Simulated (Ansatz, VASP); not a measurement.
## Cr: VASP beside Ansatz

INCAR

```
SYSTEM = Cr
  PREC = Accurate
  ENCUT = 520
  EDIFF = 1E-6
  ISMEAR = 0
  SIGMA = 0.1
  LREAL = .FALSE.
  LASPH = .TRUE.
  NELM = 60
  ALGO = Normal
  ISIF = 2
  LWAVE = .FALSE.
  LCHARG = .FALSE.
  GGA = PE
  NBANDS = 12
```

The input KPOINTS:

```
regular mesh
0
G
  20 20 20
  0 0 0
```

File POSCAR:

```
Cr
1.0
    0.0000000000      1.7925486162      1.7925486162
    1.7925486162      0.0000000000      1.7925486162
    1.7925486162      1.7925486162      0.0000000000
Cr
1
Direct
    0.0000000000      0.0000000000      0.0000000000
```

Input for Ansatz:

```yaml
crystal:
  lattice:
    - [0.0, 1.7925486162, 1.7925486162]
    - [1.7925486162, 0.0, 1.7925486162]
    - [1.7925486162, 1.7925486162, 0.0]
  atoms:
    - { symbol: Cr, position: [0.0, 0.0, 0.0] }
basis:
  ecutwfc: 420
kpoints:
  mp_grid: { grid: [20, 20, 20] }
hamiltonian:
  xc: pbe
scf:
  occupations: { method: gaussian, width: 0.1 }
output:
  forces: true
  stress: true
  eigenvalues: true
```

Alike in both runs: task single point; functional PBE; k mesh 20 × 20 × 20; occupations gaussian, width 0.1 eV; no spin polarisation.

|  | VASP | Ansatz |
| --- | --- | --- |
| version | VASP 6.6.1 | Ansatz 0.2.0 |
| potentials or method | VASP PAW PBE potentials, release 64 (Cr_pv), cutoff 520 eV | scalar-relativistic, plane waves, PAW |
| valence electrons in the cell | 12 | 14 |

Ansatz gave:

| Property | Result |
| --- | --- |
| gap on the k mesh at the Fermi level (eV) | none |
| pressure (GPa) | 7.8 |

**Question.** What did VASP give for the same quantities?

**Answer.** gap on the k mesh at the Fermi level (eV): none; pressure (GPa): 6.9.

A gap of «none» marks a metal or a gap that the smearing closes. VASP's potentials hold 12 valence electrons a cell and Ansatz's 14, so a difference there can come from the potentials and not from the codes.
